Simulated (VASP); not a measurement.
# SnS (Pnma) in VASP: single point with PBE

Aim: the single point of SnS with PBE.

Program: VASP 6.6.1. These are calculated values, not measurements. Logs are shortened: lines on timing, memory, paths and dates and some standing lists are left out, and cuts for length are marked.

## 1. The cell of the first run

It takes space group Pnma (No. 62, orthorhombic). The conventional cell has a = 11.446 Å, b = 4.023 Å, c = 4.454 Å, α = 90.00°, β = 90.00°, γ = 90.00°. Sn (site symmetry m) has 6 S at 2.66 to 3.47 Å and 2 Sn at 3.62 Å within 3.7 Å. S (site symmetry m) has 6 Sn at 2.66 to 3.47 Å within 3.5 Å.

## 2. Single point, PBE

File POSCAR:

```
SnS
1.0
   11.4455091705      0.0000000000      0.0000000000
    0.0000000000      4.0232845669      0.0000000000
    0.0000000000      0.0000000000      4.4542011089
Sn S
4 4
Direct
    0.1215423555      0.2500000000      0.1300059133
    0.3784576445      0.7500000000      0.6300059133
    0.6215423555      0.2500000000      0.3699940867
    0.8784576445      0.7500000000      0.8699940867
    0.8498958213      0.2500000000      0.4774431144
    0.6501041787      0.7500000000      0.9774431144
    0.3498958213      0.2500000000      0.0225568856
    0.1501041787      0.7500000000      0.5225568856
```

File INCAR.step1:

```
SYSTEM = SnS
  PREC = Accurate
  ENCUT = 400
  EDIFF = 1E-6
  ISMEAR = 0
  SIGMA = 0.02
  LREAL = .False.
  LASPH = .True.
  NELM = 120
  ALGO = Normal
  ISIF = 2
  LWAVE = .False.
  LCHARG = .True.
  GGA = PE
  NBANDS = 50
  GGA_COMPAT = .False.
  NEDOS = 2001
  LORBIT = 11
```

File KPOINTS.step1:

```
Automatic mesh
0
Gamma
  4 8 6
  0 0 0
```

File INCAR.step2:

```
SYSTEM = SnS
  PREC = Accurate
  ENCUT = 400
  EDIFF = 1E-6
  ISMEAR = -5
  SIGMA = 0.02
  LREAL = .False.
  LASPH = .True.
  NELM = 120
  ALGO = Normal
  ISIF = 2
  LWAVE = .False.
  LCHARG = .False.
  GGA = PE
  LORBIT = 10
  NEDOS = 1001
  ICHARG = 11
  GGA_COMPAT = .False.
```

File KPOINTS.step2:

```
Automatic mesh
0
Gamma
  6 12 9
  0 0 0
```

Potentials or basis: VASP PAW PBE potentials, release 64 (Sn_d, S).

The run is started by

```
cat potpaw_PBE.64/Sn_d/POTCAR potpaw_PBE.64/S/POTCAR > POTCAR
cp INCAR.step1 INCAR
cp KPOINTS.step1 KPOINTS
mpirun -np 1 vasp_std > vasp.out
cp INCAR.step2 INCAR
cp KPOINTS.step2 KPOINTS
mpirun -np 1 vasp_std > vasp.out
```

OUTCAR:

```text
SYSTEM = SnS
   PREC = Accurate
   ENCUT = 400
   EDIFF = 1E-6
   ISMEAR = -5
   LREAL = .False.
   LASPH = .True.
   NELM = 120
   ISIF = 2
   GGA = PE
   LORBIT = 10
   ICHARG = 11

 ion  position               nearest neighbor table
   1  0.122  0.250  0.130-   7 2.66   8 2.69   8 2.69   4 3.62   4 3.62
   2  0.378  0.750  0.630-   8 2.66   7 2.69   7 2.69   3 3.62   3 3.62
   3  0.622  0.250  0.370-   5 2.66   6 2.69   6 2.69   2 3.62   2 3.62
   4  0.878  0.750  0.870-   6 2.66   5 2.69   5 2.69   1 3.62   1 3.62
   5  0.850  0.250  0.477-   3 2.66   4 2.69   4 2.69
   6  0.650  0.750  0.977-   4 2.66   3 2.69   3 2.69
   7  0.350  0.250  0.023-   1 2.66   2 2.69   2 2.69
   8  0.150  0.750  0.523-   2 2.66   1 2.69   1 2.69

  LATTYP: Found a simple orthorhombic cell.
 ALAT       =     4.0232845669
 B/A-ratio  =     1.1071056583
 C/A-ratio  =     2.8448172085

  Lattice vectors:

 A1 = (   0.0000000000,   4.0232845669,   0.0000000000)
 A2 = (   0.0000000000,   0.0000000000,   4.4542011089)
 A3 = (  11.4455091705,   0.0000000000,   0.0000000000)

Analysis of symmetry for initial positions (statically):
=====================================================================
 Subroutine PRICEL returns:
 Original cell was already a primitive cell.

 Routine SETGRP: Setting up the symmetry group for a
 simple orthorhombic supercell.

 Subroutine GETGRP returns: Found  8 space group operations
 (whereof  2 operations were pure point group operations)
 out of a pool of  8 trial point group operations.

The static configuration has the point symmetry S_2 .
 The point group associated with its full space group is D_2h.

Analysis of symmetry for dynamics (positions and initial velocities):
=====================================================================
 Subroutine PRICEL returns:
 Original cell was already a primitive cell.

 Routine SETGRP: Setting up the symmetry group for a
 simple orthorhombic supercell.

 Subroutine GETGRP returns: Found  8 space group operations
 (whereof  2 operations were pure point group operations)
 out of a pool of  8 trial point group operations.

The dynamic configuration has the point symmetry S_2 .
 The point group associated with its full space group is D_2h.

 Subroutine INISYM returns: Found  8 space group operations
 (whereof  2 operations are pure point group operations),
 and found     1 'primitive' translations

[... 124 lines left out ...]
   EFERMI_NEDOS =   21; number of points for ismear=-14 and -15
   IALGO  =     38    algorithm
   IMIX   =      4    mixing-type and parameters
     AMIX     =   0.40;   BMIX     =  1.00
     AMIX_MAG =   1.60;   BMIX_MAG =  1.00
  volume/ion in A,a.u.               =      25.64       173.02
  Fermi-wavevector in a.u.,A,eV,Ry     =   1.196124  2.260347 19.466032  1.430713
  Thomas-Fermi vector in A             =   2.332072
   LORBIT       =     10    0 simple, 1 ext, 2 COOP (PROOUT), +10 PAW based schemes
   GGA     = PE    functional components
   LHFCALC =     F    Hartree Fock is set to
   AEXX    =    0.0000 exact exchange contribution
   IVDW    =     0    specifies the selected vdW correction
   LEPSILON=     F    determine dielectric tensor
   LRPA    =     F    only Hartree local field effects (RPA)
 non-spin polarized calculation
 Fermi weights with tetrahedron method with Bloechl corrections
  energy-cutoff  :      400.00
  volume of cell :      205.11
 maximum number of plane-waves:      3768
 NGX is ok and might be reduce to    80

 number of electron      79.9999990 magnetization

 Free energy of the ion-electron system (eV)
  ---------------------------------------------------
  ext. energy  EPLUGINS =         0.00000000
  ---------------------------------------------------
  free energy    TOTEN  =       -35.46178696 eV

  energy without entropy =      -35.46178696  energy(sigma->0) =      -35.46178696

 E-fermi :   5.4464     XC(G=0):  -9.5602

 val. band max:        5.4337436321   @ k =   0.0000   0.0000   0.4444
 cond. band min:       6.3692916892   @ k =   0.0000   0.3333   0.0000
 fundamental gap:      0.9355480571
 Fermi energy:         5.4463897985

 k-point     1 :       0.0000    0.0000    0.0000
  band No.  band energies     occupation
      1     -15.7106      2.00000
      2     -15.7001      2.00000
      3     -15.6933      2.00000
      4     -15.6886      2.00000
      5     -15.6864      2.00000
      6     -15.6832      2.00000
[... 1213 lines left out ...]
     47       8.5543      0.00000
     48       8.5543      0.00000

 [... further k-points ...]

------------------------ aborting loop because EDIFF is reached ----------------------------------------

  FORCE on cell =-STRESS in cart. coord.  units (eV):
  Direction    XX          YY          ZZ          XY          YZ          ZX
  --------------------------------------------------------------------------------------
  -------------------------------------------------------------------------------------
  Total       -0.0679640     -0.0596816     -0.0098077      0.0000000      0.0000000      0.0000000
  in kB       -0.5308893     -0.4661926     -0.0766109      0.0000000      0.0000000      0.0000000
  external PRESSURE =      -0.3578976 kB  Pullay stress =       0.0000000 kB

 VOLUME and BASIS-vectors are now :
 -----------------------------------------------------------------------------
  energy-cutoff  :      400.00
  volume of cell :      205.11
      direct lattice vectors                 reciprocal lattice vectors
    11.445509170  0.000000000  0.000000000     0.087370512  0.000000000  0.000000000
     0.000000000  4.023284567  0.000000000     0.000000000  0.248553137  0.000000000
     0.000000000  0.000000000  4.454201109     0.000000000  0.000000000  0.224507151

 POSITION                                       TOTAL-FORCE (eV/Angst)
 -----------------------------------------------------------------------------------
      1.39111      1.00582      0.57907        -0.000877     -0.000000     -0.004798
      4.33164      3.01746      2.80617         0.000877      0.000000     -0.004798
      7.11387      1.00582      1.64803        -0.000877     -0.000000      0.004798
     10.05440      3.01746      3.87513         0.000877      0.000000      0.004798
      9.72749      1.00582      2.12663         0.000095      0.000000     -0.003673
      7.44077      3.01746      4.35373        -0.000095      0.000000     -0.003673
      4.00474      1.00582      0.10047         0.000095      0.000000      0.003673
      1.71802      3.01746      2.32757        -0.000095      0.000000      0.003673
 -----------------------------------------------------------------------------------
    total drift:                                0.000000     -0.000000      0.000000

  FREE ENERGIE OF THE ION-ELECTRON SYSTEM (eV)
  ---------------------------------------------------
  free  energy   TOTEN  =       -35.4617869619 eV

  energy  without entropy=      -35.4617869619  energy(sigma->0) =      -35.46178696

 total charge

# of ion       s       p       d       tot
------------------------------------------
    1        1.348   0.724   9.999  12.071
    2        1.348   0.724   9.999  12.071
    3        1.348   0.724   9.999  12.071
    4        1.348   0.724   9.999  12.071
    5        1.353   2.335   0.000   3.688
    6        1.353   2.335   0.000   3.688
    7        1.353   2.335   0.000   3.688
    8        1.353   2.335   0.000   3.688
--------------------------------------------------
tot         10.805  12.237  39.994  63.036
```

OUTCAR.step1:

```text
SYSTEM = SnS
   PREC = Accurate
   ENCUT = 400
   EDIFF = 1E-6
   ISMEAR = 0
   LREAL = .False.
   LASPH = .True.
   NELM = 120
   ISIF = 2
   GGA = PE
[... 1527 lines left out ...]
  free  energy   TOTEN  =       -35.4621706138 eV

  energy  without entropy=      -35.4621706138  energy(sigma->0) =      -35.46217061

 total charge

# of ion       s       p       d       tot
------------------------------------------
    1        1.348   0.724   9.999  12.071
    2        1.348   0.724   9.999  12.071
    3        1.348   0.724   9.999  12.071
    4        1.348   0.724   9.999  12.071
    5        1.353   2.335   0.000   3.688
    6        1.353   2.335   0.000   3.688
    7        1.353   2.335   0.000   3.688
    8        1.353   2.335   0.000   3.688
--------------------------------------------------
tot         10.805  12.237  39.994  63.036
```

OSZICAR.step1:

```text
N       E                     dE             d eps       ncg     rms          rms(c)
DAV:   1     0.808809244152E+03    0.80881E+03   -0.32111E+04  6294   0.180E+03
DAV:   2     0.105510397084E+03   -0.70330E+03   -0.67997E+03  6056   0.521E+02
DAV:   3    -0.268946018065E+02   -0.13240E+03   -0.12542E+03  7250   0.191E+02
DAV:   4    -0.364869944306E+02   -0.95924E+01   -0.94343E+01  7102   0.526E+01
DAV:   5    -0.368668545319E+02   -0.37986E+00   -0.37880E+00  7500   0.106E+01    0.112E+01
DAV:   6    -0.354437711377E+02    0.14231E+01   -0.28734E+00  8304   0.806E+00    0.750E+00
DAV:   7    -0.354678756508E+02   -0.24105E-01   -0.98930E-01  7760   0.325E+00    0.301E+00
DAV:   8    -0.354622943631E+02    0.55813E-02   -0.96847E-02  8200   0.191E+00    0.463E-01
DAV:   9    -0.354617630883E+02    0.53127E-03   -0.15223E-02  7788   0.752E-01    0.175E-01
DAV:  10    -0.354620286940E+02   -0.26561E-03   -0.14037E-03  7636   0.179E-01    0.105E-01
DAV:  11    -0.354621919723E+02   -0.16328E-03   -0.47748E-04  8316   0.111E-01    0.389E-02
DAV:  12    -0.354621669579E+02    0.25014E-04   -0.89053E-05  7898   0.483E-02    0.118E-02
DAV:  13    -0.354621705789E+02   -0.36210E-05   -0.13329E-05  6088   0.165E-02    0.528E-03
DAV:  14    -0.354621706138E+02   -0.34881E-07   -0.94819E-07  4242   0.636E-03
   1 F= -.35462171E+02 E0= -.35462171E+02  d E =-.302061E-12
```

It took 6.9 min on 1 thread of Intel Xeon 6975P-C (Granite Rapids), shared host; peak memory 0.7 GiB.

Results:

* Valence electrons inside the program's atomic spheres: Sn 12.07; S 3.69

Caveat: spin-orbit coupling is left out, which moves the levels of the heavy elements.
